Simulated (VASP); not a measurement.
Write the native input for VASP 6.6.1 that does the following.

```yaml
Task: single point
Functional: BLYP
Potentials_or_basis: VASP PAW PBE potentials, release 64 (Hf_pv, Pd, Se, Br, O)
Cutoff: 520 eV
k_mesh: 6 × 6 × 2
Occupations: fermi-dirac, width 0.05 eV
Spin: no spin polarisation
Dipole_correction: no
Further_INCAR_settings: ALGO = Normal; EDIFF = 1e-06; NBANDS = 53
```

The structure of Hf2Pd2Se2Br2O3 lies in POSCAR:

```
Hf2Pd2Se2Br2O3
1.0
    3.7868822603     -0.0000029338      0.0000000000
   -1.8934385894      3.2795377055      0.0000000000
    0.0000000000      0.0000000000     19.7509676377
Hf Pd Se Br O
2 2 2 2 3
Direct
    0.6666666667      0.3333333333      0.9422775338
    0.3333333333      0.6666666667      0.0577224662
    0.0000000000      0.0000000000      0.2639119575
    0.0000000000      0.0000000000      0.7360880425
    0.3333333333      0.6666666667      0.1963581288
    0.6666666667      0.3333333333      0.8036418712
    0.6666666667      0.3333333333      0.3486428026
    0.3333333333      0.6666666667      0.6513571974
    0.3333333333      0.6666666667      0.9368810117
    0.6666666667      0.3333333333      0.0631189883
    0.0000000000      0.0000000000      0.0000000000
```

These files were run (other wordings do the same):

INCAR

```
SYSTEM = Hf2Pd2Se2Br2O3
AGGAC = 1.0
AGGAX = 1.0
ALDAC = 0.0
ALDAX = 1.0
ALGO = Normal
EDIFF = 1E-6
ENCUT = 520
GGA = B5
ISIF = 2
ISMEAR = -1
LASPH = .TRUE.
LCHARG = .FALSE.
LREAL = .FALSE.
LWAVE = .FALSE.
NBANDS = 53
NELM = 80
PREC = Accurate
SIGMA = 0.05
```

KPOINTS

```
k-points
0
G
  6 6 2
  0 0 0
```

Potentials or basis: VASP PAW PBE potentials, release 64 (Hf_pv, Pd, Se, Br, O).

Launch:

```sh
$ cat potpaw_PBE.64/Hf_pv/POTCAR potpaw_PBE.64/Pd/POTCAR potpaw_PBE.64/Se/POTCAR potpaw_PBE.64/Br/POTCAR potpaw_PBE.64/O/POTCAR > POTCAR
$ mpirun -np 1 vasp_std > vasp.out
```

It gave:

```
Pressure               : -0.4 GPa
Largest force          : 0.119 eV/Å
Band gap on the k mesh : zero (bands 42 and 43 overlap by 0.46 eV)
```

Caveat: the PAW data sets were made with another functional, which shifts forces and pressure a little; spin-orbit coupling is left out, which moves the levels of the heavy elements.

Wall time 5.3 min on 1 thread of Intel(R) Xeon(R) Platinum 8559C (Emerald Rapids) (shared host), peak memory 0.45 GiB.
